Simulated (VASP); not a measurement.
Write the native input for VASP 6.6.1 that does the following.

```
Task                   : single point
Functional             : PBE
Dispersion             : D3(BJ)
Potentials or basis    : VASP PAW PBE potentials, release 64 (N)
Cutoff                 : 520 eV
k mesh                 : 1 × 1 × 1
Occupations            : fermi-dirac, width 0.05 eV
Spin                   : no spin polarisation
Dipole correction      : no
Further INCAR settings : ALGO = Normal; EDIFF = 1e-06; NBANDS = 42
```

The structure of N lies in POSCAR:

```
N
1.0
    7.2984980000      0.0000000000      0.0000000000
    0.0000000000      7.2984980000      0.0000000000
    0.0000000000      0.0000000000      7.2984980000
N
12
Direct
    0.9089952481      0.8360487322      0.0850448955
    0.8599440597      0.9375079640      0.1818045302
    0.0292662956      0.9309038654      0.6743853324
   -0.1061177245      0.9907654972      0.7058575614
    0.0163184261      0.3854354691      0.8199632308
   -0.0468041507      0.3829829096      0.9616910219
    0.1709255795      0.3601699966      0.4029596227
    0.2024389128      0.2188943533      0.3549360430
    0.4744263820      0.6589163962      0.0102212811
    0.3713777821      0.7507983149      0.0668219680
    0.4351717299      0.2473385620      0.8160035120
    0.3787217589      0.1121326607      0.7809278019
```

These files were run (other wordings do the same):

INCAR

```
SYSTEM = N
  PREC = Accurate
  ENCUT = 520
  EDIFF = 1E-6
  ISMEAR = -1
  SIGMA = 0.05
  LREAL = .FALSE.
  LASPH = .TRUE.
  NELM = 120
  ALGO = Normal
  ISIF = 2
  LWAVE = .FALSE.
  LCHARG = .FALSE.
  GGA = PE
  IVDW = 12
  NBANDS = 42
  GGA_COMPAT = .FALSE.
```

KPOINTS

```
Automatic mesh
0
G
  1 1 1
  0 0 0
```

Potentials or basis: VASP PAW PBE potentials, release 64 (N).

Command:

```sh
$ cat potpaw_PBE.64/N/POTCAR > POTCAR
$ mpirun -np 1 vasp_gam > vasp.out
```

Results of the run:

```
Pressure                   : 1.4 GPa
Largest force              : 4.909 eV/Å
Band gap on the k mesh     : 7.36 eV
Dispersion energy per atom : -0.038 eV
```

Caveat: the k points lie up to 0.86 Å⁻¹ apart; the standard files for N, O and F lose accuracy on very short bonds.

Run time: 16 s on 1 thread of Intel(R) Xeon(R) 6975P-C (Granite Rapids), with other jobs on the host, peak memory 0.33 GiB.
